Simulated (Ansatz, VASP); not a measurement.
K in VASP and in Ansatz

INCAR

```
PREC     = Accurate       # precision mode
ENCUT    = 600            # plane-wave cutoff, eV
EDIFF    = 1E-7           # SCF threshold, eV
ISMEAR   = 0              # smearing method
SIGMA    = 0.1            # smearing width, eV
LREAL    = F              # projectors in reciprocal space
LASPH    = T              # aspherical terms in the spheres
NELM     = 60             # most SCF steps
ALGO     = Fast           # electronic algorithm
ISIF     = 3              # what is computed and relaxed
LWAVE    = F              # write WAVECAR
LCHARG   = F              # write CHGCAR
GGA      = PS             # functional
IBRION   = 2              # ionic algorithm
NSW      = 80             # ionic steps
EDIFFG   = -0.01          # ionic threshold
```

File KPOINTS:

```
regular mesh
0
Gamma
  12 12 6
```

POSCAR

```
K
1.0
    4.6667122987      0.0000000000      0.0000000000
   -2.3333561493      4.0414914028      0.0000000000
    0.0000000000      0.0000000000      7.4354793949
K
2
Direct
    0.3333333333      0.6666666667      0.2500000000
    0.6666666667      0.3333333333      0.7500000000
```

Input for Ansatz:

```yaml
crystal:
  lattice:
    - [4.6667122987, 0.0, 0.0]
    - [-2.3333561493, 4.0414914028, 0.0]
    - [0.0, 0.0, 7.4354793949]
  atoms:
    - { symbol: K, position: [0.3333333333, 0.6666666667, 0.25] }
    - { symbol: K, position: [0.6666666667, 0.3333333333, 0.75] }
basis:
  ecutwfc: 420
kpoints:
  mp_grid: { grid: [12, 12, 6] }
hamiltonian:
  xc: pbesol
scf:
  occupations: { method: gaussian, width: 0.1 }
output:
  forces: true
  stress: true
  eigenvalues: true
relax:
  adjacent_minimum: "off"
  f_tol: 0.01
  max_steps: 60
  cell: { stress_tol: 0.1 }
```

Alike in both runs: task relaxation of cell and atoms; functional PBEsol; k mesh 12 × 12 × 6; occupations gaussian, width 0.1 eV; no spin polarisation.

```csv
,VASP,Ansatz
version,VASP 6.6.1,Ansatz 0.2.0
potentials or method,"VASP PAW PBE potentials, release 64 (K_sv), cutoff 600 eV","scalar-relativistic, plane waves, PAW"
valence electrons in the cell,18,18
```

|  | VASP | Ansatz | Ansatz less VASP |
| --- | --- | --- | --- |
| gap on the k mesh at the Fermi level, each at its own relaxed structure (eV) | none | none | - |
| relaxed volume (Å³/atom) | 71.24 | 71.34 | +0.099 |
| relaxed cell length with the largest relative difference (Å) | 4.656 | 4.660 | +0.0044 |

VASP's potentials were made for PBE, not for PBEsol. A gap of «none» marks a metal or a gap that the smearing closes.
